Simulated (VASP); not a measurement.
A run of VASP 6.6.1:

The input POSCAR:

```
WS2
1.0
    3.1878293114      0.0000000000      0.0000000000
   -1.5939146557      2.7607411666      0.0000000000
    0.0000000000      0.0000000000     13.7933367373
W S
2 4
Direct
    0.3333333333      0.6666666667      0.2500000000
    0.6666666667      0.3333333333      0.7500000000
    0.3333333333      0.6666666667      0.6370297788
    0.6666666667      0.3333333333      0.1370297788
    0.3333333333      0.6666666667      0.8629702212
    0.6666666667      0.3333333333      0.3629702212
```

File INCAR.step1:

```
SYSTEM = WS2
PREC = Accurate ; ENCUT = 520
ISMEAR = 0 ; SIGMA = 0.02
LREAL = .False. ; LASPH = .True.
NELM = 60 ; NBANDS = 35
GGA = PE ; ALGO = Normal
EDIFF = 1E-4 ; LWAVE = .True.
LCHARG = .False.
```

INCAR.step2

```
SYSTEM = WS2
PREC = Accurate ; ENCUT = 520
EDIFF = 1E-6 ; ISMEAR = 0
SIGMA = 0.02 ; LREAL = .False.
LASPH = .True. ; NELM = 60
ALGO = Normal ; ISIF = 2
LWAVE = .False. ; LCHARG = .False.
METAGGA = R2SCAN ; LMIXTAU = .True.
NBANDS = 35 ; ISTART = 1
```

File KPOINTS:

```
Automatic mesh
0
Gamma
  12 12 4
  0 0 0
```

Potentials or basis: VASP PAW PBE potentials, release 64 (W_sv, S).

The run is started by

```console
$ cat potpaw_PBE.64/W_sv/POTCAR potpaw_PBE.64/S/POTCAR > POTCAR
$ cp INCAR.step1 INCAR
$ mpirun -np 1 vasp_std > vasp.out
$ cp INCAR.step2 INCAR
$ mpirun -np 1 vasp_std > vasp.out
```

Hardware: 1 thread of Intel Xeon 8259CL, with other jobs on the host.

**Question.** How long does it take, and how much memory?

**Answer.** Run time: 12 min on 1 thread of Intel Xeon 8259CL, with other jobs on the host, peak memory 0.38 GiB. Counts: k points 57.
